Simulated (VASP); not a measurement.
Write the native input for VASP 6.6.1 that does the following.

| Quantity | Value |
| --- | --- |
| Task | single point |
| Functional | PBE |
| Potentials or basis | VASP PAW PBE potentials, release 64 (Pb_d, S) |
| Cutoff | 520 eV |
| k mesh | 6 × 6 × 6 |
| Occupations | gaussian, width 0.01 eV |
| Spin | no spin polarisation |
| Dipole correction | no |
| Further INCAR settings | ALGO = Normal; EDIFF = 1e-06; NBANDS = 17 |

The structure of PbS (Galena) lies in POSCAR:

```
PbS
1.0
    0.0000000000      2.9154733381      2.9154733381
    2.9154733381      0.0000000000      2.9154733381
    2.9154733381      2.9154733381      0.0000000000
Pb S
1 1
Direct
    0.0000000000      0.0000000000      0.0000000000
    0.5000000000      0.5000000000      0.5000000000
```

One way to write it, as run:

INCAR

```
  ALGO = Normal
  EDIFF = 1E-6
  ENCUT = 520
  GGA = PE
  ISIF = 2
  ISMEAR = 0
  LASPH = True
  LCHARG = False
  LREAL = False
  LWAVE = False
  NBANDS = 17
  NELM = 80
  PREC = Accurate
  SIGMA = 0.01
```

KPOINTS

```
k-points
0
Gamma
  6 6 6
```

Potentials or basis: VASP PAW PBE potentials, release 64 (Pb_d, S).

Command:

```console
$ cat potpaw_PBE.64/Pb_d/POTCAR potpaw_PBE.64/S/POTCAR > POTCAR
$ mpirun -np 1 vasp_std > vasp.out
```

Results of the run:

```
Pressure               : 5.7 GPa
Band gap on the k mesh : 0.16 eV, direct
```

Caveat: spin-orbit coupling is left out, which moves the levels of the heavy elements.

It took 7.1 s on 1 thread of Intel(R) Xeon(R) 6975P-C (Granite Rapids), with other jobs on the host, peak memory 0.17 GiB.
